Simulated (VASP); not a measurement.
# WS2 (R3m) in VASP: further runs

The runs below take WS2 through single point, with PBEsol.

Program: VASP 6.6.1. These are calculated values, not measurements. Logs are shortened: lines on timing, memory, paths and dates and some standing lists are left out, and cuts for length are marked.

## (1) The cell of the first run

It takes space group R3m (No. 160, trigonal). Conventional cell: a = 3.158 Å, b = 3.158 Å, c = 18.305 Å, α = 90.00°, β = 90.00°, γ = 120.00°. Within 3.2 Å of W (site symmetry 3m) lie 6 S at 2.38 to 2.40 Å and 6 W at 3.16 Å. Within 3.2 Å of S (site symmetry 3m) lie 3 W at 2.38 Å and 7 S at 3.10 to 3.16 Å. S (site symmetry 3m) has 3 W at 2.40 Å and 7 S at 3.10 to 3.16 Å within 3.2 Å.

## (2) Single point, PBEsol (zz strain of -1 %)

INCAR reads:

```
  ALGO = Normal
  EDIFF = 1E-6
  ENCUT = 520
  GGA = PS
  ISIF = 2
  ISMEAR = -1
  LASPH = True
  LCHARG = False
  LREAL = False
  LWAVE = False
  NBANDS = 20
  NELM = 80
  PREC = Accurate
  SIGMA = 0.03
```

KPOINTS reads:

```
k-points
0
Gamma
  15 15 15
```

POSCAR reads:

```
WS2
1.0
    1.5790003843      0.9116362969      6.1016967000
   -1.5790003843      0.9116362969      6.1016967000
    0.0000000000     -1.8232725938      6.1016967000
W S
1 2
Direct
    0.0000000000      0.0000000000      0.0000000000
    0.7503000000      0.7503000000      0.7503000000
    0.5810000000      0.5810000000      0.5810000000
```

Potentials or basis: VASP PAW PBE potentials, release 64 (W_sv, S).

On the command line:

```bash
$ cat potpaw_PBE.64/W_sv/POTCAR potpaw_PBE.64/S/POTCAR > POTCAR
$ mpirun -np 1 vasp_std > vasp.out
```

OUTCAR:

```text
EDIFF = 1E-6
   ENCUT = 520
   GGA = PS
   ISIF = 2
   ISMEAR = -1
   LASPH = True
   LREAL = False
   NELM = 80
   PREC = Accurate

 ion  position               nearest neighbor table
   1  0.000  0.000  0.000-   2 2.38   2 2.38   2 2.38   3 2.40   3 2.40   3 2.40
   2  0.750  0.750  0.750-   1 2.38   1 2.38   1 2.38
   3  0.581  0.581  0.581-   1 2.40   1 2.40   1 2.40

  LATTYP: Found a trigonal (rhomboedric) cell.
 ALAT       =     6.3682827803
 COS(alpha) =     0.8770439827

  Lattice vectors:

 A1 = (   1.5790003843,   0.9116362969,   6.1016967000)
 A2 = (  -1.5790003843,   0.9116362969,   6.1016967000)
 A3 = (   0.0000000000,  -1.8232725938,   6.1016967000)

Analysis of symmetry for initial positions (statically):
=====================================================================
 Subroutine PRICEL returns:
 Original cell was already a primitive cell.

 Routine SETGRP: Setting up the symmetry group for a
 trigonal (rhombohedral) supercell.

 Subroutine GETGRP returns: Found  6 space group operations
 (whereof  6 operations were pure point group operations)
 out of a pool of 12 trial point group operations.

The static configuration has the point symmetry C_3v.

Analysis of symmetry for dynamics (positions and initial velocities):
=====================================================================
 Subroutine PRICEL returns:
 Original cell was already a primitive cell.

 Routine SETGRP: Setting up the symmetry group for a
 trigonal (rhombohedral) supercell.

 Subroutine GETGRP returns: Found  6 space group operations
 (whereof  6 operations were pure point group operations)
 out of a pool of 12 trial point group operations.

The dynamic configuration has the point symmetry C_3v.

 Subroutine INISYM returns: Found  6 space group operations
 (whereof  6 operations are pure point group operations),
 and found     1 'primitive' translations

----------------------------------------------------------------------------------------

                                     Primitive cell

  volume of cell :      52.6994

  direct lattice vectors                    reciprocal lattice vectors
     1.579000384  0.911636297  6.101696700     0.316656034  0.182821447  0.054629614
    -1.579000384  0.911636297  6.101696700    -0.316656034  0.182821447  0.054629614
     0.000000000 -1.823272594  6.101696700     0.000000000 -0.365642893  0.054629614

  length of vectors
     6.368282780  6.368282780  6.368282780     0.369701393  0.369701393  0.369701393

  position of ions in fractional coordinates (direct lattice)
     0.000000000  0.000000000  0.000000000
     0.750300000  0.750300000  0.750300000
     0.581000000  0.581000000  0.581000000

  ion indices of the primitive-cell ions
   primitive index   ion index
                 1           1
                 2           2
                 3           3

----------------------------------------------------------------------------------------

 KPOINTS: k-points

Automatic generation of k-mesh.
 Grid dimensions read from file:
 generate k-points for:   15   15   15

 Generating k-lattice:

  Cartesian coordinates                     Fractional coordinates (reciprocal lattice)
     0.021110402  0.012188096  0.003641974     0.066666667  0.000000000  0.000000000
    -0.021110402  0.012188096  0.003641974     0.000000000  0.066666667  0.000000000
     0.000000000 -0.024376193  0.003641974     0.000000000  0.000000000  0.066666667

  Length of vectors
     0.024646760  0.024646760  0.024646760

  Shift w.r.t. Gamma in fractional coordinates (k-lattice)
     0.000000000  0.000000000  0.000000000

 Subroutine IBZKPT returns following result:
 ===========================================

 Found    344 irreducible k-points:

 Following reciprocal coordinates:
            Coordinates               Weight
  0.000000  0.000000  0.000000      1.000000
  0.066667 -0.000000  0.000000      6.000000
  0.133333 -0.000000 -0.000000      6.000000
  0.200000 -0.000000  0.000000      6.000000
  0.266667 -0.000000 -0.000000      6.000000
  0.333333  0.000000  0.000000      6.000000
[... 16 lines left out ...]
  0.133333  0.133333 -0.000000      6.000000
  0.200000  0.133333 -0.000000     12.000000
 [... further k-points ...]
   k-points           NKPTS =    344   k-points in BZ     NKDIM =    344   number of bands    NBANDS=     20
   number of dos      NEDOS =    301   number of ions     NIONS =      3
   total plane-waves  NPLWV = 110592
   dimension x,y,z NGX =    48 NGY =   48 NGZ =   48
   dimension x,y,z NGXF=    96 NGYF=   96 NGZF=   96
   ions per type =               1   2
   NGX,Y,Z   is equivalent  to a cutoff of  12.53, 12.53, 12.53 a.u.
   NGXF,Y,Z  is equivalent  to a cutoff of  25.06, 25.06, 25.06 a.u.
 SYSTEM =  unknown system
   PREC   = accura    normal or accurate (medium, high low for compatibility)
   ISTART =      0    job   : 0-new  1-cont  2-samecut
   ICHARG =      2    charge: 1-file 2-atom 10-const
   ISPIN  =      1    spin polarized calculation?
   LNONCOLLINEAR =      F non collinear calculations
   LSORBIT =      F    spin-orbit coupling
   LASPH  =      T    aspherical Exc in radial PAW
   ENCUT  =  520.0 eV  38.22 Ry    6.18 a.u.  11.84 11.84 11.84*2*pi/ulx,y,z
   NELM   =     80;   NELMIN=  2; NELMDL= -5     # of ELM steps
   EDIFF  = 0.1E-05   stopping-criterion for ELM
   LREAL  =      F    real-space projection
   EDIFFG = 0.1E-04   stopping-criterion for IOM
   NSW    =      0    number of steps for IOM
   IBRION =     -1    ionic relax: 0-MD 1-quasi-New 2-CG
   NFREE  =      0    steps in history (QN), initial steepest desc. (CG)
   ISIF   =      2    stress and relaxation
   ISYM   =      2    0-nonsym 1-usesym 2-fastsym
   POTIM  = 0.5000    time-step for ionic-motion
   TEBEG  =    0.0;   TEEND  =   0.0 temperature during run
   PSTRESS=    0.0 pullay stress
   NELECT =      26.0000    total number of electrons
   NUPDOWN=      -1.0000    fix difference up-down
   EMIN   =  10.00;   EMAX   =-10.00  energy-range for DOS
   EFERMI =   0.00;   METHOD = LEGACY
   ISMEAR =    -1;   SIGMA  =   0.03  broadening in eV -4-tet -1-fermi 0-gaus
   EFERMI_NEDOS =   21; number of points for ismear=-14 and -15
   IALGO  =     38    algorithm
   IMIX   =      4    mixing-type and parameters
     AMIX     =   0.40;   BMIX     =  1.00
     AMIX_MAG =   1.60;   BMIX_MAG =  1.00
  volume/ion in A,a.u.               =      17.57       118.54
  Fermi-wavevector in a.u.,A,eV,Ry     =   1.293592  2.444535 22.767727  1.673381
  Thomas-Fermi vector in A             =   2.425228
   LORBIT       =      0    0 simple, 1 ext, 2 COOP (PROOUT), +10 PAW based schemes
   GGA     = PS    functional components
   LHFCALC =     F    Hartree Fock is set to
   AEXX    =    0.0000 exact exchange contribution
   IVDW    =     0    specifies the selected vdW correction
   LEPSILON=     F    determine dielectric tensor
   LRPA    =     F    only Hartree local field effects (RPA)
 non-spin polarized calculation
  energy-cutoff  :      520.00
  volume of cell :       52.70
 maximum number of plane-waves:      1438
   NGX = 23   NGY = 23   NGZ = 23

 number of electron      25.9999999 magnetization

 Free energy of the ion-electron system (eV)
  ---------------------------------------------------
  ext. energy  EPLUGINS =         0.00000000
  ---------------------------------------------------
  free energy    TOTEN  =       -25.25716608 eV

  energy without entropy =      -25.25716608  energy(sigma->0) =      -25.25716608

 E-fermi :   8.0679     XC(G=0): -11.1676

 val. band max:        7.6069679848   @ k =   0.4667   0.4667   0.4667
 cond. band min:       8.6030370091   @ k =  -0.2000   0.2000   0.0000
 fundamental gap:      0.9960690243
 Fermi energy:         8.0678633292

 k-point     1 :       0.0000    0.0000    0.0000
  band No.  band energies     occupation
      1     -67.0514      2.00000
      2     -31.3290      2.00000
      3     -31.1506      2.00000
      4     -31.1506      2.00000
      5      -8.2043      2.00000
      6      -6.1064      2.00000
[... 12 lines left out ...]
     19      15.2675      0.00000
     20      16.0297      0.00000

 k-point     2 :       0.0667   -0.0000    0.0000
  band No.  band energies     occupation
      1     -67.0506      2.00000
      2     -31.3261      2.00000
      3     -31.1670      2.00000
      4     -31.1544      2.00000
      5      -8.1262      2.00000
      6      -6.0857      2.00000
[... 12 lines left out ...]
     19      15.5852      0.00000
     20      16.0756      0.00000

 k-point     3 :       0.1333   -0.0000   -0.0000
  band No.  band energies     occupation
      1     -67.0483      2.00000
      2     -31.3177      2.00000
      3     -31.2131      2.00000
      4     -31.1651      2.00000
      5      -7.8990      2.00000
      6      -6.0253      2.00000
[... 12 lines left out ...]
     19      15.9368      0.00000
     20      16.3743      0.00000

 k-point     4 :       0.2000   -0.0000    0.0000
  band No.  band energies     occupation
      1     -67.0448      2.00000
      2     -31.3053      2.00000
      3     -31.2803      2.00000
      4     -31.1808      2.00000
      5      -7.5444      2.00000
      6      -5.9309      2.00000
[... 12 lines left out ...]
     19      15.8846      0.00000
     20      16.4901      0.00000

 k-point     5 :       0.2667   -0.0000   -0.0000
  band No.  band energies     occupation
      1     -67.0409      2.00000
      2     -31.3567      2.00000
      3     -31.2909      2.00000
      4     -31.1987      2.00000
      5      -7.0998      2.00000
      6      -5.8136      2.00000
[... 12 lines left out ...]
     19      15.5521      0.00000
     20      16.0592      0.00000

 k-point     6 :       0.3333    0.0000    0.0000
  band No.  band energies     occupation
      1     -67.0372      2.00000
      2     -31.4287      2.00000
      3     -31.2773      2.00000
      4     -31.2158      2.00000
      5      -6.6229      2.00000
      6      -5.6911      2.00000
[... 12 lines left out ...]
     19      14.8568      0.00000
     20      15.3394      0.00000

 k-point     7 :       0.4000    0.0000    0.0000
  band No.  band energies     occupation
      1     -67.0342      2.00000
      2     -31.4844      2.00000
      3     -31.2665      2.00000
      4     -31.2292      2.00000
      5      -6.1987      2.00000
      6      -5.5876      2.00000
[... 12 lines left out ...]
     19      14.2539      0.00000
     20      15.0072      0.00000
[... 277 lines left out ...]
 k-point    20 :      -0.2000    0.0667    0.0000
  band No.  band energies     occupation
      1     -67.0425      2.00000
      2     -31.3229      2.00000
      3     -31.2966      2.00000
      4     -31.1955      2.00000
      5      -7.2888      2.00000
      6      -5.8480      2.00000
[... 12 lines left out ...]
     19      15.7844      0.00000
     20      16.4598      0.00000

 k-point    21 :      -0.1333    0.0667    0.0000
  band No.  band energies     occupation
      1     -67.0461      2.00000
      2     -31.3100      2.00000
      3     -31.2530      2.00000
      4     -31.1768      2.00000
      5      -7.6876      2.00000
      6      -5.9570      2.00000
[... 12 lines left out ...]
     19      15.9466      0.00000
     20      16.6094      0.00000

 k-point    22 :      -0.0667    0.0667    0.0000
  band No.  band energies     occupation
      1     -67.0490      2.00000
      2     -31.3204      2.00000
      3     -31.1977      2.00000
      4     -31.1622      2.00000
      5      -7.9763      2.00000
      6      -6.0392      2.00000
[... 12 lines left out ...]
     19      15.9572      0.00000
     20      16.2337      0.00000

 k-point    23 :       0.1333    0.1333   -0.0000
  band No.  band energies     occupation
      1     -67.0483      2.00000
      2     -31.3177      2.00000
      3     -31.2131      2.00000
      4     -31.1651      2.00000
      5      -7.8878      2.00000
      6      -6.0486      2.00000
[... 12 lines left out ...]
     19      15.9694      0.00000
     20      16.3726      0.00000

 k-point    24 :       0.2000    0.1333   -0.0000
  band No.  band energies     occupation
      1     -67.0462      2.00000
      2     -31.3100      2.00000
      3     -31.2530      2.00000
      4     -31.1768      2.00000
      5      -7.6659      2.00000
      6      -5.9993      2.00000
[... 12 lines left out ...]
     19      15.9693      0.00000
     20      16.4693      0.00000

 [... further k-points ...]
[... 5 lines left out ...]
  --------------------------------------------------------------------------------------
  -------------------------------------------------------------------------------------
  Total        0.0947608      0.0947608      1.1089621      0.0000000      0.0000000     -0.0000000
  in kB        2.8809350      2.8809350     33.7148762      0.0000000      0.0000000     -0.0000000
  external PRESSURE =      13.1589154 kB  Pullay stress =       0.0000000 kB

 VOLUME and BASIS-vectors are now :
 -----------------------------------------------------------------------------
  energy-cutoff  :      520.00
  volume of cell :       52.70
      direct lattice vectors                 reciprocal lattice vectors
     1.579000384  0.911636297  6.101696700     0.316656034  0.182821447  0.054629614
    -1.579000384  0.911636297  6.101696700    -0.316656034  0.182821447  0.054629614
     0.000000000 -1.823272594  6.101696700     0.000000000 -0.365642893  0.054629614

 POSITION                                       TOTAL-FORCE (eV/Angst)
 -----------------------------------------------------------------------------------
      0.00000      0.00000      0.00000         0.000000     -0.000000     -0.615301
      0.00000      0.00000     13.73431         0.000000      0.000000      0.570831
      0.00000      0.00000     10.63526         0.000000     -0.000000      0.044471
 -----------------------------------------------------------------------------------
    total drift:                               -0.000000      0.000000     -0.000062

  FREE ENERGIE OF THE ION-ELECTRON SYSTEM (eV)
  ---------------------------------------------------
  free  energy   TOTEN  =       -25.2571660766 eV

  energy  without entropy=      -25.2571660762  energy(sigma->0) =      -25.25716608
```

It took 12 min on 1 thread of AMD EPYC 9R45 (Zen 5), shared host; peak memory 0.52 GiB.

Results:

```
Free energy            : -25.2572 eV
Pressure               : 1.3 GPa
Largest force          : 0.615 eV/Å
Band gap on the k mesh : 1.00 eV (least direct gap 1.85 eV)
```

Forces in eV/Å, atoms in the order of the input:
```
W    0.000  0.000 -0.615
S    0.000  0.000  0.571
S    0.000  0.000  0.044
```

Caveat: the cell differs from its parent crystal (zz strain of -1 %); the PAW data sets were made with another functional, which shifts forces and pressure a little; spin-orbit coupling is left out, which moves the levels of the heavy elements. A k mesh can miss the band edges.

## (3) Single point, PBEsol (zz strain of +1 %)

INCAR reads:

```
  PREC = Accurate
  ENCUT = 520
  EDIFF = 1E-6
  ISMEAR = -1
  SIGMA = 0.03
  LREAL = False
  LASPH = True
  NELM = 100
  ALGO = Normal
  ISIF = 2
  LWAVE = False
  LCHARG = False
  GGA = PS
  NBANDS = 20
```

KPOINTS reads:

```
regular mesh
0
Gamma
  15 15 15
```

POSCAR reads:

```
WS2
1.0
    1.5790003843      0.9116362969      6.2249633000
   -1.5790003843      0.9116362969      6.2249633000
    0.0000000000     -1.8232725938      6.2249633000
W S
1 2
Direct
    0.0000000000      0.0000000000      0.0000000000
    0.7503000000      0.7503000000      0.7503000000
    0.5810000000      0.5810000000      0.5810000000
```

Potentials or basis: VASP PAW PBE potentials, release 64 (W_sv, S).

On the command line:

```bash
$ cat potpaw_PBE.64/W_sv/POTCAR potpaw_PBE.64/S/POTCAR > POTCAR
$ mpirun -np 1 vasp_std > vasp.out
```

Run time: 11 min. Hardware: 1 thread of AMD EPYC 9R45 (Zen 5), shared host; peak memory 0.53 GiB.

It converged, with:

- Free energy: -25.2592 eV
- Pressure: -2.2 GPa
- Largest force: 0.643 eV/Å
- Band gap on the k mesh: 1.07 eV (least direct gap 1.93 eV)

Forces in eV/Å, atoms in the order of the input:
```
W    0.000  0.000 -0.587
S    0.000  0.000 -0.056
S    0.000  0.000  0.643
```

Stress tensor (GPa, compression positive):
```
-1.95  0.00  0.00
 0.00 -1.95  0.00
 0.00  0.00 -2.82
```

Levels at points of the mesh, in eV from the valence-band top:
```csv
k point,band 11,band 12,band 13,band 14,band 15,band 16
"(0.00, 0.00, 0.00)",-2.12,-1.56,-1.19,2.28,2.28,2.60
```

Caveat: the cell differs from its parent crystal (zz strain of +1 %); the PAW data sets were made with another functional, which shifts forces and pressure a little; spin-orbit coupling is left out, which moves the levels of the heavy elements.
